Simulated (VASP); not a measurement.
Input of a VASP 6.6.1 run:

Contents of INCAR:

```
SYSTEM = Be3CdO4
ALGO = Normal ; EDIFF = 1E-6
ENCUT = 600 ; GGA = PE
GGA_COMPAT = .FALSE. ; ISIF = 2
ISMEAR = 0 ; LASPH = .TRUE.
LCHARG = .TRUE. ; LELF = .TRUE.
LREAL = .FALSE. ; LVHAR = .TRUE.
LWAVE = .FALSE. ; NBANDS = 31
NELM = 120 ; PREC = Accurate
SIGMA = 0.15
```

The input KPOINTS:

```
k-points
0
G
  4 4 3
  0 0 0
```

Contents of POSCAR:

```
Be3CdO4
1.0
    4.5226336630     -1.3508217113      0.0191562623
    4.5226336630      1.3508217113      0.0191562623
   -0.7929216765      0.0000000000      5.6219535421
Be Cd O
3 1 4
Direct
    0.5000000000      0.5000000000      0.5000000000
    0.7889693904      0.7889693904      0.3347104113
    0.2110306096      0.2110306096      0.6652895887
    0.0000000000      0.0000000000      0.0000000000
    0.3641695893      0.3641695893      0.2222466511
    0.6358304107      0.6358304107      0.7777533489
    0.1240562579      0.1240562579      0.3946720515
    0.8759437421      0.8759437421      0.6053279485
```

Potentials or basis: VASP PAW PBE potentials, release 64 (Be, Cd, O).

Command:

```bash
$ cat potpaw_PBE.64/Be/POTCAR potpaw_PBE.64/Cd/POTCAR potpaw_PBE.64/O/POTCAR > POTCAR
$ mpirun -np 1 vasp_std > vasp.out
```

(1) What does it give for the largest force?

(2) What does it give for the band gap on the k mesh?

(3) Predict the pressure.

Answers

(1) 0.031 eV/Å.

(2) 2.62 eV (least direct gap 2.74 eV).

(3) 0.4 GPa.

Caveat: the k points lie up to 0.61 Å⁻¹ apart; an odd mesh through Γ misses points on the zone boundary, where band edges can lie.
